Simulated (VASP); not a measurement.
A run of VASP 6.6.1:

File INCAR:

```
SYSTEM = ZnSe
ALGO = Normal
EDIFF = 1E-6
ENCUT = 500
GGA = PE
GGA_COMPAT = .FALSE.
ISIF = 2
ISMEAR = -1
LASPH = .TRUE.
LCHARG = .FALSE.
LREAL = .FALSE.
LWAVE = .FALSE.
NBANDS = 16
NELM = 120
PREC = Accurate
SIGMA = 0.02
```

Contents of KPOINTS:

```
k-points
0
G
  8 8 8
  0 0 0
```

The input POSCAR:

```
ZnSe
1.0
    3.3251530431      0.0000000000      0.0000000000
    0.0000000000      3.3251530431      0.0000000000
    0.0000000000      0.0000000000      3.3251530431
Zn Se
1 1
Direct
    0.0000000000      0.0000000000      0.0000000000
    0.5000000000      0.5000000000      0.5000000000
```

Potentials or basis: VASP PAW PBE potentials, release 64 (Zn, Se).

The run is started by

```bash
$ cat potpaw_PBE.64/Zn/POTCAR potpaw_PBE.64/Se/POTCAR > POTCAR
$ mpirun -np 1 vasp_std > vasp.out
```

Hardware: 1 thread of Intel(R) Xeon(R) 6975P-C (Granite Rapids) (shared host).

Q: How long does it take, and how much memory?

A: Run time: 4.6 s on 1 thread of Intel(R) Xeon(R) 6975P-C (Granite Rapids), on a shared host, peak memory 0.14 GiB. Counts: scf iterations 11, k points 35.
